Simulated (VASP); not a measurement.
# ZnAu (Pm-3m) in VASP: single point with PBE

Aim: the single point of ZnAu with PBE.

All numbers are computed with VASP 6.6.1; they aren't measurements. Logs are shortened: lines on timing, memory, paths and dates and some standing lists are left out, and cuts for length are marked.

**1. The cell of the first run**

The structure is cubic, space group Pm-3m (No. 221). Conventional cell: a = 3.147 Å, b = 3.147 Å, c = 3.147 Å, α = 90.00°, β = 90.00°, γ = 90.00°. Within 3.6 Å of Zn (site symmetry m-3m) lie 8 Au at 2.73 Å and 6 Zn at 3.15 Å. Within 3.6 Å of Au (site symmetry m-3m) lie 8 Zn at 2.73 Å and 6 Au at 3.15 Å.

**2. Single point, PBE**

Input file INCAR:

```
SYSTEM = ZnAu
PREC = Accurate
ENCUT = 500
EDIFF = 1E-6
ISMEAR = 1
SIGMA = 0.15
LREAL = .False.
LASPH = .True.
NELM = 120
ALGO = Normal
ISIF = 2
LWAVE = .False.
LCHARG = .False.
GGA = PE
NBANDS = 18
GGA_COMPAT = .False.
```

Input file KPOINTS:

```
Automatic mesh
0
Gamma
  6 6 6
  0 0 0
```

Input file POSCAR:

```
ZnAu
1.0
    3.1470000000      0.0000000000      0.0000000000
    0.0000000000      3.1470000000      0.0000000000
    0.0000000000      0.0000000000      3.1470000000
Zn Au
1 1
Direct
    0.5000000000      0.5000000000      0.5000000000
    0.0000000000      0.0000000000      0.0000000000
```

Potentials or basis: VASP PAW PBE potentials, release 64 (Zn, Au).

Launch:

```
$ cat potpaw_PBE.64/Zn/POTCAR potpaw_PBE.64/Au/POTCAR > POTCAR
$ mpirun -np 1 vasp_std > vasp.out
```

OUTCAR:

```text
SYSTEM = ZnAu
   PREC = Accurate
   ENCUT = 500
   EDIFF = 1E-6
   ISMEAR = 1
   LREAL = .False.
   LASPH = .True.
   NELM = 120
   ISIF = 2
   GGA = PE

 ion  position               nearest neighbor table
   1  0.500  0.500  0.500-   2 2.73   2 2.73   2 2.73   2 2.73   2 2.73   2 2.73   2 2.73   2 2.73

   2  0.000  0.000  0.000-   1 2.73   1 2.73   1 2.73   1 2.73   1 2.73   1 2.73   1 2.73   1 2.73

  LATTYP: Found a simple cubic cell.
 ALAT       =     3.1470000000

  Lattice vectors:

 A1 = (   3.1470000000,   0.0000000000,   0.0000000000)
 A2 = (   0.0000000000,   3.1470000000,   0.0000000000)
 A3 = (   0.0000000000,   0.0000000000,   3.1470000000)

Analysis of symmetry for initial positions (statically):
=====================================================================
 Subroutine PRICEL returns:
 Original cell was already a primitive cell.

 Routine SETGRP: Setting up the symmetry group for a
 simple cubic supercell.

 Subroutine GETGRP returns: Found 48 space group operations
[... 9 lines left out ...]

 Routine SETGRP: Setting up the symmetry group for a
 simple cubic supercell.

 Subroutine GETGRP returns: Found 48 space group operations
[... 11 lines left out ...]
                                     Primitive cell

  volume of cell :      31.1667

  direct lattice vectors                    reciprocal lattice vectors
     3.147000000  0.000000000  0.000000000     0.317762949  0.000000000  0.000000000
     0.000000000  3.147000000  0.000000000     0.000000000  0.317762949  0.000000000
     0.000000000  0.000000000  3.147000000     0.000000000  0.000000000  0.317762949

  length of vectors
     3.147000000  3.147000000  3.147000000     0.317762949  0.317762949  0.317762949

  position of ions in fractional coordinates (direct lattice)
     0.500000000  0.500000000  0.500000000
     0.000000000  0.000000000  0.000000000

  ion indices of the primitive-cell ions
   primitive index   ion index
                 1           1
                 2           2

----------------------------------------------------------------------------------------

 KPOINTS: Automatic mesh

Automatic generation of k-mesh.
 Grid dimensions read from file:
 generate k-points for:    6    6    6

 Generating k-lattice:

  Cartesian coordinates                     Fractional coordinates (reciprocal lattice)
     0.052960491  0.000000000  0.000000000     0.166666667  0.000000000  0.000000000
     0.000000000  0.052960491  0.000000000     0.000000000  0.166666667  0.000000000
     0.000000000  0.000000000  0.052960491     0.000000000  0.000000000  0.166666667

  Length of vectors
     0.052960491  0.052960491  0.052960491

  Shift w.r.t. Gamma in fractional coordinates (k-lattice)
     0.000000000  0.000000000  0.000000000

 Subroutine IBZKPT returns following result:
 ===========================================

 Found     20 irreducible k-points:

 Following reciprocal coordinates:
            Coordinates               Weight
  0.000000  0.000000  0.000000      1.000000
  0.166667  0.000000  0.000000      6.000000
  0.333333  0.000000  0.000000      6.000000
  0.500000  0.000000  0.000000      3.000000
  0.166667  0.166667  0.000000     12.000000
  0.333333  0.166667  0.000000     24.000000
[... 12 lines left out ...]
  0.500000  0.500000  0.333333      6.000000
  0.500000  0.500000  0.500000      1.000000
   k-points           NKPTS =     20   k-points in BZ     NKDIM =     20   number of bands    NBANDS=     18
   number of dos      NEDOS =    301   number of ions     NIONS =      2
   total plane-waves  NPLWV =  13824
   dimension x,y,z NGX =    24 NGY =   24 NGZ =   24
   dimension x,y,z NGXF=    48 NGYF=   48 NGZF=   48
   ions per type =               1   1
   NGX,Y,Z   is equivalent  to a cutoff of  12.68, 12.68, 12.68 a.u.
   NGXF,Y,Z  is equivalent  to a cutoff of  25.36, 25.36, 25.36 a.u.
 SYSTEM =  ZnAu
   PREC   = accura    normal or accurate (medium, high low for compatibility)
   ISTART =      0    job   : 0-new  1-cont  2-samecut
   ICHARG =      2    charge: 1-file 2-atom 10-const
   ISPIN  =      1    spin polarized calculation?
   LNONCOLLINEAR =      F non collinear calculations
   LSORBIT =      F    spin-orbit coupling
   LASPH  =      T    aspherical Exc in radial PAW
   ENCUT  =  500.0 eV  36.75 Ry    6.06 a.u.   5.74  5.74  5.74*2*pi/ulx,y,z
   NELM   =    120;   NELMIN=  2; NELMDL= -5     # of ELM steps
   EDIFF  = 0.1E-05   stopping-criterion for ELM
   LREAL  =      F    real-space projection
   EDIFFG = 0.1E-04   stopping-criterion for IOM
   NSW    =      0    number of steps for IOM
   IBRION =     -1    ionic relax: 0-MD 1-quasi-New 2-CG
   NFREE  =      0    steps in history (QN), initial steepest desc. (CG)
   ISIF   =      2    stress and relaxation
   ISYM   =      2    0-nonsym 1-usesym 2-fastsym
   POTIM  = 0.5000    time-step for ionic-motion
   TEBEG  =    0.0;   TEEND  =   0.0 temperature during run
   PSTRESS=    0.0 pullay stress
   NELECT =      23.0000    total number of electrons
   NUPDOWN=      -1.0000    fix difference up-down
   EMIN   =  10.00;   EMAX   =-10.00  energy-range for DOS
   EFERMI =   0.00;   METHOD = LEGACY
   ISMEAR =     1;   SIGMA  =   0.15  broadening in eV -4-tet -1-fermi 0-gaus
   EFERMI_NEDOS =   21; number of points for ismear=-14 and -15
   IALGO  =     38    algorithm
   IMIX   =      4    mixing-type and parameters
     AMIX     =   0.40;   BMIX     =  1.00
     AMIX_MAG =   1.60;   BMIX_MAG =  1.00
  volume/ion in A,a.u.               =      15.58       105.16
  Fermi-wavevector in a.u.,A,eV,Ry     =   1.479406  2.795672 29.778283  2.188642
  Thomas-Fermi vector in A             =   2.593568
   LORBIT       =      0    0 simple, 1 ext, 2 COOP (PROOUT), +10 PAW based schemes
   GGA     = PE    functional components
   LHFCALC =     F    Hartree Fock is set to
   AEXX    =    0.0000 exact exchange contribution
   IVDW    =     0    specifies the selected vdW correction
   LEPSILON=     F    determine dielectric tensor
   LRPA    =     F    only Hartree local field effects (RPA)
 non-spin polarized calculation
 Methfessel and Paxton  Order N= 1 SIGMA  =   0.15
  energy-cutoff  :      500.00
  volume of cell :       31.17
 maximum number of plane-waves:       840
 NGX is ok and might be reduce to    24
   NGX = 11   NGY = 11   NGZ = 11

 number of electron      23.0000000 magnetization

 Free energy of the ion-electron system (eV)
  ---------------------------------------------------
  ext. energy  EPLUGINS =         0.00000000
  ---------------------------------------------------
  free energy    TOTEN  =        -4.68452856 eV

  energy without entropy =       -4.67736505  energy(sigma->0) =       -4.68214072

 E-fermi :   7.2148     XC(G=0): -12.3786

 val. band max:        6.6418702603   @ k =   0.3333   0.1667   0.0000
 cond. band min:       7.2479700645   @ k =   0.3333   0.1667   0.1667
 fundamental gap:      0.6060998042
 Fermi energy:         7.2147756998

 k-point     1 :       0.0000    0.0000    0.0000
  band No.  band energies     occupation
      1      -3.5221      2.00000
      2      -1.0287      2.00000
      3      -1.0287      2.00000
      4      -0.3350      2.00000
      5      -0.3350      2.00000
      6      -0.3350      2.00000
[... 10 lines left out ...]
     17      19.2286      0.00000
     18      25.4028      0.00000

 k-point     2 :       0.1667    0.0000    0.0000
  band No.  band energies     occupation
      1      -3.0357      2.00000
      2      -0.9247      2.00000
      3      -0.8923      2.00000
      4      -0.3396      2.00000
      5      -0.3396      2.00000
      6      -0.2962      2.00000
[... 10 lines left out ...]
     17      21.5613      0.00000
     18      24.9436      0.00000

 k-point     3 :       0.3333    0.0000    0.0000
  band No.  band energies     occupation
      1      -1.7227      2.00000
      2      -0.6893      2.00000
      3      -0.6266      2.00000
      4      -0.3420      2.00000
      5      -0.3420      2.00000
      6      -0.2159      2.00000
[... 10 lines left out ...]
     17      21.6696      0.00000
     18      21.7664      0.00000

 k-point     4 :       0.5000    0.0000    0.0000
  band No.  band energies     occupation
      1      -0.6432      2.00000
      2      -0.5515      2.00000
      3      -0.4225      2.00000
      4      -0.3389      2.00000
      5      -0.3389      2.00000
      6      -0.1742      2.00000
[... 10 lines left out ...]
     17      18.3074      0.00000
     18      18.5244      0.00000

 k-point     5 :       0.1667    0.1667    0.0000
  band No.  band energies     occupation
      1      -2.5805      2.00000
      2      -0.8426      2.00000
      3      -0.7681      2.00000
      4      -0.4121      2.00000
      5      -0.3375      2.00000
      6      -0.2434      2.00000
[... 10 lines left out ...]
     17      21.6163      0.00000
     18      22.0505      0.00000

 k-point     6 :       0.3333    0.1667    0.0000
  band No.  band energies     occupation
      1      -1.4666      2.00000
      2      -0.7110      2.00000
      3      -0.5184      2.00000
      4      -0.4477      2.00000
      5      -0.2619      2.00000
      6      -0.1904      2.00000
[... 223 lines left out ...]
 k-point    17 :       0.3333    0.3333    0.3333
  band No.  band energies     occupation
      1      -0.7825      2.00000
      2      -0.5993      2.00000
      3      -0.5993      2.00000
      4      -0.2834      2.00000
      5      -0.2834      2.00000
      6       0.2930      2.00000
[... 10 lines left out ...]
     17      16.0399      0.00000
     18      20.4255      0.00000

 k-point    18 :       0.5000    0.3333    0.3333
  band No.  band energies     occupation
      1      -0.8012      2.00000
      2      -0.6756      2.00000
      3      -0.5893      2.00000
      4      -0.3145      2.00000
      5      -0.1758      2.00000
      6       0.7277      2.00000
[... 10 lines left out ...]
     17      16.9309      0.00000
     18      18.2050      0.00000

 k-point    19 :       0.5000    0.5000    0.3333
  band No.  band energies     occupation
      1      -0.7293      2.00000
      2      -0.6415      2.00000
      3      -0.6415      2.00000
      4      -0.3597      2.00000
      5       0.0016      2.00000
      6       0.6957      2.00000
[... 10 lines left out ...]
     17      15.2214      0.00000
     18      15.2214      0.00000

 k-point    20 :       0.5000    0.5000    0.5000
  band No.  band energies     occupation
      1      -0.6044      2.00000
      2      -0.6044      2.00000
      3      -0.6044      2.00000
      4       0.0038      2.00000
      5       0.0038      2.00000
      6       0.6499      2.00000
[... 10 lines left out ...]
     17      12.9914      0.00000
     18      12.9914      0.00000

------------------------ aborting loop because EDIFF is reached ----------------------------------------

  FORCE on cell =-STRESS in cart. coord.  units (eV):
  Direction    XX          YY          ZZ          XY          YZ          ZX
  --------------------------------------------------------------------------------------
  -------------------------------------------------------------------------------------
  Total        0.9948319      0.9948319      0.9948319     -0.0000000      0.0000000      0.0000000
  in kB       51.1410980     51.1410980     51.1410980     -0.0000000      0.0000000      0.0000000
  external PRESSURE =      51.1410980 kB  Pullay stress =       0.0000000 kB

 VOLUME and BASIS-vectors are now :
 -----------------------------------------------------------------------------
  energy-cutoff  :      500.00
  volume of cell :       31.17
      direct lattice vectors                 reciprocal lattice vectors
     3.147000000  0.000000000  0.000000000     0.317762949  0.000000000  0.000000000
     0.000000000  3.147000000  0.000000000     0.000000000  0.317762949  0.000000000
     0.000000000  0.000000000  3.147000000     0.000000000  0.000000000  0.317762949

 POSITION                                       TOTAL-FORCE (eV/Angst)
 -----------------------------------------------------------------------------------
      1.57350      1.57350      1.57350         0.000000      0.000000      0.000000
      0.00000      0.00000      0.00000         0.000000      0.000000      0.000000
 -----------------------------------------------------------------------------------
    total drift:                                0.000000      0.000000     -0.000000

  FREE ENERGIE OF THE ION-ELECTRON SYSTEM (eV)
  ---------------------------------------------------
  free  energy   TOTEN  =        -4.6845285589 eV

  energy  without entropy=       -4.6773650531  energy(sigma->0) =       -4.68214072
```

Wall time 12 s (1 thread of AMD EPYC 7R43 (Zen 3), shared host); peak memory 0.11 GiB.

Results:

- Free energy: -4.6845 eV
- Pressure: 5.1 GPa

Levels at points of the mesh, in eV from the Fermi level:
| k point | band 8 | band 9 | band 10 | band 11 | band 12 | band 13 | band 14 | band 15 |
| --- | --- | --- | --- | --- | --- | --- | --- | --- |
| (0.00, 0.00, 0.00) | -5.56 | -3.88 | -3.88 | -3.88 | 4.88 | 4.88 | 4.88 | 8.74 |
| (0.50, 0.00, 0.00) | -5.56 | -5.06 | -5.06 | -4.04 | -2.51 | 10.31 | 11.02 | 11.02 |
| (0.50, 0.50, 0.00) | -4.22 | -4.22 | -3.30 | -2.09 | -2.09 | 0.71 | 2.38 | 10.29 |
| (0.50, 0.50, 0.50) | -6.56 | -3.25 | -3.25 | 1.29 | 3.47 | 3.64 | 3.64 | 3.64 |

Caveat: spin-orbit coupling is left out, which moves the levels of the heavy elements.
